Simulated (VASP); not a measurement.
# Si (a cell with a defect) in VASP: single point with PBEsol

Aim: the single point of Si (a cell with a defect) with PBEsol.

Everything below comes from runs of VASP 6.6.1. Logs are shortened: lines on timing, memory, paths and dates and some standing lists are left out, and cuts for length are marked.

## (1) The cell of the first run

The cell holds a defect, 17 atoms: a = 7.679 Å, b = 7.679 Å, c = 7.679 Å, α = 60.00°, β = 60.00°, γ = 60.00°.

## (2) Single point, PBEsol

The input, INCAR:

```
PREC     = Accurate       # precision mode
ENCUT    = 520            # plane-wave cutoff, eV
EDIFF    = 1E-6           # SCF threshold, eV
ISMEAR   = -1             # smearing method
SIGMA    = 0.05           # smearing width, eV
LREAL    = Auto         
LASPH    = T              # aspherical terms in the spheres
NELM     = 60             # most SCF steps
ALGO     = Normal         # electronic algorithm
ISIF     = 2              # what is computed and relaxed
LWAVE    = F              # write WAVECAR
LCHARG   = F              # write CHGCAR
GGA      = PS             # functional
NBANDS   = 48             # bands
```

The input, KPOINTS:

```
Automatic mesh
0
Gamma
  2 2 2
```

The input, POSCAR:

```
Si
1.0
    0.0000000000      5.4300000000      5.4300000000
    5.4300000000      0.0000000000      5.4300000000
    5.4300000000      5.4300000000      0.0000000000
Si
17
Direct
    0.0159487109     -0.0471647330      0.0159864641
    0.1181130755      0.1163410681      0.1181447514
   -0.0177905157      0.0059291897      0.5063225599
    0.1181599448      0.1163209024      0.6481562615
   -0.0026021179      0.4939463168     -0.0025735727
    0.1404000921      0.5795102210      0.1404339779
   -0.0025813996      0.4939244936      0.5120097606
    0.1152049724      0.6340620626      0.6257554328
    0.5062894107      0.0059286372     -0.0177575506
    0.6481198895      0.1163233886      0.1181926335
    0.5062995396      0.0059205341      0.5063330571
    0.6131603131      0.1612430018      0.6131929098
    0.5119750460      0.4939264273     -0.0025507366
    0.6257268877      0.6340622468      0.1152300184
    0.4884475138      0.5354092081      0.4884720074
    0.6257445672      0.6340504604      0.6257760589
    0.2741534991      0.1781971455      0.2741892265
```

Potentials or basis: VASP PAW PBE potentials, release 64 (Si).

On the command line:

```console
$ cat potpaw_PBE.64/Si/POTCAR > POTCAR
$ mpirun -np 1 vasp_std > vasp.out
```

OUTCAR:

```text
PREC = Accurate
   ENCUT = 520
   EDIFF = 1E-6
   ISMEAR = -1
   LREAL = Auto
   LASPH = T
   NELM = 60
   ISIF = 2
   GGA = PS

 ion  position               nearest neighbor table
   1  0.016  0.953  0.016-  10 2.32   4 2.32   2 2.32   6 2.34
   2  0.118  0.116  0.118-   1 2.32   5 2.37  17 2.38   9 2.44   3 2.44
   3  0.982  0.006  0.506-  12 2.32   8 2.33   4 2.44   2 2.44  17 2.56
   4  0.118  0.116  0.648-   1 2.32   7 2.37  17 2.38  11 2.44   3 2.44
   5  0.997  0.494  0.997-  14 2.33   8 2.33   6 2.34   2 2.37  17 3.02
   6  0.140  0.580  0.140-   1 2.34  13 2.34   7 2.34   5 2.34  17 2.52
   7  0.997  0.494  0.512-   8 2.33  16 2.33   6 2.34   4 2.37  17 3.02
   8  0.115  0.634  0.626-   3 2.33   7 2.33   5 2.33  15 2.35
   9  0.506  0.006  0.982-  12 2.32  14 2.33  10 2.44   2 2.44  17 2.56
  10  0.648  0.116  0.118-   1 2.32  13 2.37  17 2.38  11 2.44   9 2.44
  11  0.506  0.006  0.506-  12 2.32  16 2.33   4 2.44  10 2.44  17 2.56
  12  0.613  0.161  0.613-  11 2.32   3 2.32   9 2.32  15 2.35
  13  0.512  0.494  0.997-  14 2.33  16 2.33   6 2.34  10 2.37  17 3.02
  14  0.626  0.634  0.115-   9 2.33  13 2.33   5 2.33  15 2.35
  15  0.488  0.535  0.488-  12 2.35  14 2.35   8 2.35  16 2.35
  16  0.626  0.634  0.626-  11 2.33  13 2.33   7 2.33  15 2.35
  17  0.274  0.178  0.274-   2 2.38  10 2.38   4 2.38   6 2.52   3 2.56   9 2.56  11 2.56   5 3.02
                             7 3.02  13 3.02

  LATTYP: Found a face centered cubic cell.
 ALAT       =    10.8600000000

  Lattice vectors:

 A1 = (   0.0000000000,   5.4300000000,   5.4300000000)
 A2 = (   5.4300000000,   0.0000000000,   5.4300000000)
 A3 = (   5.4300000000,   5.4300000000,   0.0000000000)

Analysis of symmetry for initial positions (statically):
=====================================================================
 Subroutine PRICEL returns:
 Original cell was already a primitive cell.

 Routine SETGRP: Setting up the symmetry group for a
 face centered cubic supercell.

 Subroutine GETGRP returns: Found  1 space group operations
 (whereof  1 operations were pure point group operations)
 out of a pool of 48 trial point group operations.

The static configuration has the point symmetry C_1 .

Analysis of symmetry for dynamics (positions and initial velocities):
=====================================================================
 Subroutine PRICEL returns:
 Original cell was already a primitive cell.

 Routine SETGRP: Setting up the symmetry group for a
 face centered cubic supercell.

 Subroutine GETGRP returns: Found  1 space group operations
 (whereof  1 operations were pure point group operations)
 out of a pool of 48 trial point group operations.

The dynamic configuration has the point symmetry C_1 .

 Subroutine INISYM returns: Found  1 space group operations
 (whereof  1 operations are pure point group operations),
 and found     1 'primitive' translations

----------------------------------------------------------------------------------------

                                     Primitive cell

  volume of cell :     320.2060

  direct lattice vectors                    reciprocal lattice vectors
     0.000000000  5.430000000  5.430000000    -0.092081031  0.092081031  0.092081031
     5.430000000  0.000000000  5.430000000     0.092081031 -0.092081031  0.092081031
     5.430000000  5.430000000  0.000000000     0.092081031  0.092081031 -0.092081031

  length of vectors
     7.679179644  7.679179644  7.679179644     0.159489025  0.159489025  0.159489025

  position of ions in fractional coordinates (direct lattice)
     0.015948711  0.952835267  0.015986464
     0.118113075  0.116341068  0.118144751
     0.982209484  0.005929190  0.506322560
     0.118159945  0.116320902  0.648156261
     0.997397882  0.493946317  0.997426427
     0.140400092  0.579510221  0.140433978
[... 9 lines left out ...]
     0.625744567  0.634050460  0.625776059
     0.274153499  0.178197146  0.274189226

  ion indices of the primitive-cell ions
   primitive index   ion index
                 1           1
                 2           2
                 3           3
                 4           4
                 5           5
                 6           6
[... 9 lines left out ...]
                16          16
                17          17

----------------------------------------------------------------------------------------

 KPOINTS: Automatic mesh

Automatic generation of k-mesh.
 Grid dimensions read from file:
 generate k-points for:    2    2    2

 Generating k-lattice:

  Cartesian coordinates                     Fractional coordinates (reciprocal lattice)
    -0.046040516  0.046040516  0.046040516     0.500000000  0.000000000  0.000000000
     0.046040516 -0.046040516  0.046040516     0.000000000  0.500000000  0.000000000
     0.046040516  0.046040516 -0.046040516     0.000000000  0.000000000  0.500000000

  Length of vectors
     0.079744512  0.079744512  0.079744512

  Shift w.r.t. Gamma in fractional coordinates (k-lattice)
     0.000000000  0.000000000  0.000000000

 Subroutine IBZKPT returns following result:
 ===========================================

 Found      8 irreducible k-points:

 Following reciprocal coordinates:
            Coordinates               Weight
  0.000000  0.000000  0.000000      1.000000
  0.500000  0.000000  0.000000      1.000000
  0.000000  0.500000  0.000000      1.000000
  0.000000  0.000000  0.500000      1.000000
  0.500000  0.500000  0.500000      1.000000
  0.500000  0.500000  0.000000      1.000000
  0.000000  0.500000  0.500000      1.000000
  0.500000  0.000000  0.500000      1.000000
   k-points           NKPTS =      8   k-points in BZ     NKDIM =      8   number of bands    NBANDS=     48
   number of dos      NEDOS =    301   number of ions     NIONS =     17
   total plane-waves  NPLWV = 216000
   dimension x,y,z NGX =    60 NGY =   60 NGZ =   60
   dimension x,y,z NGXF=   120 NGYF=  120 NGZF=  120
   ions per type =              17
   NGX,Y,Z   is equivalent  to a cutoff of  12.99, 12.99, 12.99 a.u.
   NGXF,Y,Z  is equivalent  to a cutoff of  25.98, 25.98, 25.98 a.u.
 SYSTEM =  unknown system
   PREC   = accura    normal or accurate (medium, high low for compatibility)
   ISTART =      0    job   : 0-new  1-cont  2-samecut
   ICHARG =      2    charge: 1-file 2-atom 10-const
   ISPIN  =      1    spin polarized calculation?
   LNONCOLLINEAR =      F non collinear calculations
   LSORBIT =      F    spin-orbit coupling
   LASPH  =      T    aspherical Exc in radial PAW
   ENCUT  =  520.0 eV  38.22 Ry    6.18 a.u.  14.28 14.28 14.28*2*pi/ulx,y,z
   NELM   =     60;   NELMIN=  2; NELMDL= -5     # of ELM steps
   EDIFF  = 0.1E-05   stopping-criterion for ELM
   LREAL  =      T    real-space projection
   EDIFFG = 0.1E-04   stopping-criterion for IOM
   NSW    =      0    number of steps for IOM
   IBRION =     -1    ionic relax: 0-MD 1-quasi-New 2-CG
   NFREE  =      0    steps in history (QN), initial steepest desc. (CG)
   ISIF   =      2    stress and relaxation
   ISYM   =      2    0-nonsym 1-usesym 2-fastsym
   POTIM  = 0.5000    time-step for ionic-motion
   TEBEG  =    0.0;   TEEND  =   0.0 temperature during run
   PSTRESS=    0.0 pullay stress
   NELECT =      68.0000    total number of electrons
   NUPDOWN=      -1.0000    fix difference up-down
   EMIN   =  10.00;   EMAX   =-10.00  energy-range for DOS
   EFERMI =   0.00;   METHOD = LEGACY
   ISMEAR =    -1;   SIGMA  =   0.05  broadening in eV -4-tet -1-fermi 0-gaus
   EFERMI_NEDOS =   21; number of points for ismear=-14 and -15
   IALGO  =     38    algorithm
   IMIX   =      4    mixing-type and parameters
     AMIX     =   0.40;   BMIX     =  1.00
     AMIX_MAG =   1.60;   BMIX_MAG =  1.00
  volume/ion in A,a.u.               =      18.84       127.11
  Fermi-wavevector in a.u.,A,eV,Ry     =   0.976715  1.845724 12.979587  0.953973
  Thomas-Fermi vector in A             =   2.107356
   LORBIT       =      0    0 simple, 1 ext, 2 COOP (PROOUT), +10 PAW based schemes
   GGA     = PS    functional components
   LHFCALC =     F    Hartree Fock is set to
   AEXX    =    0.0000 exact exchange contribution
   IVDW    =     0    specifies the selected vdW correction
   LEPSILON=     F    determine dielectric tensor
   LRPA    =     F    only Hartree local field effects (RPA)
 non-spin polarized calculation
  energy-cutoff  :      520.00
  volume of cell :      320.21
 maximum number of plane-waves:      8646
 NGX is ok and might be reduce to    60
   NGX = 29   NGY = 29   NGZ = 29

 number of electron      68.0000000 magnetization

 Free energy of the ion-electron system (eV)
  ---------------------------------------------------
  ext. energy  EPLUGINS =         0.00000000
  ---------------------------------------------------
  free energy    TOTEN  =       -93.76704612 eV

  energy without entropy =      -93.71531825  energy(sigma->0) =      -93.74118218

 E-fermi :   6.7342     XC(G=0):  -9.8169

 val. band max:        6.6397768972   @ k =   0.0000   0.0000   0.0000
 cond. band min:       6.7566240183   @ k =   0.5000   0.0000   0.5000
 fundamental gap:      0.1168471211
 Fermi energy:         6.7341516870

 k-point     1 :       0.0000    0.0000    0.0000
  band No.  band energies     occupation
      1      -6.3478      2.00000
      2      -3.8870      2.00000
      3      -3.6820      2.00000
      4      -3.6820      2.00000
      5      -3.5360      2.00000
      6      -2.7727      2.00000
[... 38 lines left out ...]
     45       8.1759      0.00000
     46       8.7970      0.00000

 k-point     2 :       0.5000    0.0000    0.0000
  band No.  band energies     occupation
      1      -5.9176      2.00000
      2      -5.0375      2.00000
      3      -3.6487      2.00000
      4      -3.5028      2.00000
      5      -3.3237      2.00000
      6      -3.0346      2.00000
[... 286 lines left out ...]
 k-point     8 :       0.5000    0.0000    0.5000
  band No.  band energies     occupation
      1      -5.7905      2.00000
      2      -4.7701      2.00000
      3      -4.0756      2.00000
      4      -3.9349      2.00000
      5      -3.8790      2.00000
      6      -3.6833      2.00000
[... 38 lines left out ...]
     45      10.0715      0.00000
     46      10.2970      0.00000
 [bands above 46 left out]

------------------------ aborting loop because EDIFF is reached ----------------------------------------

  FORCE on cell =-STRESS in cart. coord.  units (eV):
  Direction    XX          YY          ZZ          XY          YZ          ZX
  --------------------------------------------------------------------------------------
  -------------------------------------------------------------------------------------
  Total        5.9897665      5.9861476      5.9898506      0.7662575      0.7671231     -0.7651077
  in kB       29.9702932     29.9521857     29.9707137      3.8340330      3.8383640     -3.8282799
  external PRESSURE =      29.9643975 kB  Pullay stress =       0.0000000 kB

 VOLUME and BASIS-vectors are now :
 -----------------------------------------------------------------------------
  energy-cutoff  :      520.00
  volume of cell :      320.21
      direct lattice vectors                 reciprocal lattice vectors
     0.000000000  5.430000000  5.430000000    -0.092081031  0.092081031  0.092081031
     5.430000000  0.000000000  5.430000000     0.092081031 -0.092081031  0.092081031
     5.430000000  5.430000000  0.000000000     0.092081031  0.092081031 -0.092081031

 POSITION                                       TOTAL-FORCE (eV/Angst)
 -----------------------------------------------------------------------------------
      5.26070      0.17341      5.26050         0.003026     -0.003846      0.002837
      1.27326      1.28288      1.27309        -0.006381      0.043628     -0.006292
      2.78153      8.08273      5.36559        -0.033150      0.033006      0.015437
      4.15111      4.16110      1.27323        -0.044762      0.006347     -0.006973
      8.09815     10.83190      8.09800         0.000600      0.010027      0.000571
      3.90930      1.52493      3.90911         0.041944     -0.041854      0.042008
[... 9 lines left out ...]
      6.84086      6.79576      6.84069        -0.020267      0.006817     -0.020086
      2.45646      2.97750      2.45626         0.266617     -0.265904      0.266459
 -----------------------------------------------------------------------------------
    total drift:                               -0.003528      0.001489     -0.002874

  FREE ENERGIE OF THE ION-ELECTRON SYSTEM (eV)
  ---------------------------------------------------
  free  energy   TOTEN  =       -93.7670461178 eV

  energy  without entropy=      -93.7153182504  energy(sigma->0) =      -93.74118218
```

It took 5.1 min on 1 thread of AMD EPYC 7R13 (Zen 3), shared host; peak memory 0.43 GiB.

Results:

- Free energy: -93.7670 eV
- Pressure: 3.0 GPa
- Largest force: 0.461 eV/Å
- Band gap on the k mesh: zero (band 34 reaches 6.76 eV, above the bottom of band 35 at 6.64 eV)

Forces in eV/Å, atoms in the order of the input:
```
Si   0.003 -0.004  0.003
Si  -0.006  0.044 -0.006
Si  -0.033  0.033  0.015
Si  -0.045  0.006 -0.007
Si   0.001  0.010  0.001
Si   0.042 -0.042  0.042
Si  -0.010  0.000  0.000
Si  -0.020  0.022 -0.007
Si   0.015  0.033 -0.033
Si  -0.007  0.007 -0.045
Si  -0.033 -0.015 -0.033
Si  -0.062  0.063 -0.062
Si   0.000  0.000 -0.010
Si  -0.007  0.021 -0.021
Si  -0.083  0.083 -0.083
Si  -0.020  0.007 -0.020
Si   0.267 -0.266  0.266
```

Caveat: the k points lie up to 0.50 Å⁻¹ apart; the PAW data sets were made with another functional, which shifts forces and pressure a little.
